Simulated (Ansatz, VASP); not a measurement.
**LiH in VASP and in Ansatz**

File INCAR:

```
SYSTEM = LiH
PREC = Accurate
ENCUT = 520
EDIFF = 1E-8
ISMEAR = 0
SIGMA = 0.1
LREAL = .FALSE.
LASPH = .TRUE.
NELM = 80
ALGO = Normal
ISIF = 2
LWAVE = .FALSE.
LCHARG = .FALSE.
GGA = CA
LEFG = .TRUE.
NBANDS = 9
```

File KPOINTS:

```
Automatic mesh
0
G
  10 10 10
  0 0 0
```

The input POSCAR:

```
LiH
1.0
    0.0000000000      2.0086193919      2.0086193919
    2.0086193919      0.0000000000      2.0086193919
    2.0086193919      2.0086193919      0.0000000000
Li H
1 1
Direct
    0.0000000000      0.0000000000      0.0000000000
    0.5000000000      0.5000000000      0.5000000000
```

Input for Ansatz:

```yaml
crystal:
  lattice:
    - [0.0, 2.0086193919, 2.0086193919]
    - [2.0086193919, 0.0, 2.0086193919]
    - [2.0086193919, 2.0086193919, 0.0]
  atoms:
    - { symbol: Li, position: [0.0, 0.0, 0.0] }
    - { symbol: H, position: [0.5, 0.5, 0.5] }
  symmetry: { detect: true }
basis:
  ecutwfc: 420
kpoints:
  mp_grid: { grid: [10, 10, 10] }
hamiltonian:
  xc: lda
scf:
  occupations: { method: gaussian, width: 0.1 }
output:
  forces: true
  stress: true
  eigenvalues: true
  efg: {}
```

Alike in both runs: task electric field gradients; functional LDA; k mesh 10 × 10 × 10; occupations gaussian, width 0.1 eV; no spin polarisation.

|  | VASP | Ansatz |
| --- | --- | --- |
| version | VASP 6.6.1 | Ansatz 0.2.0 |
| potentials or method | VASP PAW LDA potentials, release 64 (Li_sv, H), cutoff 520 eV | scalar-relativistic, plane waves, PAW |
| valence electrons in the cell | 4 | 4 |

|  | VASP | Ansatz | Ansatz less VASP |
| --- | --- | --- | --- |
| gap on the k mesh at the Fermi level (eV) | 2.61 | 2.62 | +0.008 |
| least direct gap on the mesh (eV) | 2.61 | 2.62 | +0.008 |

LDA's correlation is that of Perdew and Zunger in VASP and of Perdew and Wang (1992) in Ansatz.

Noted on VASP's run: the cutoff is short for stress, so the pressure is rough.
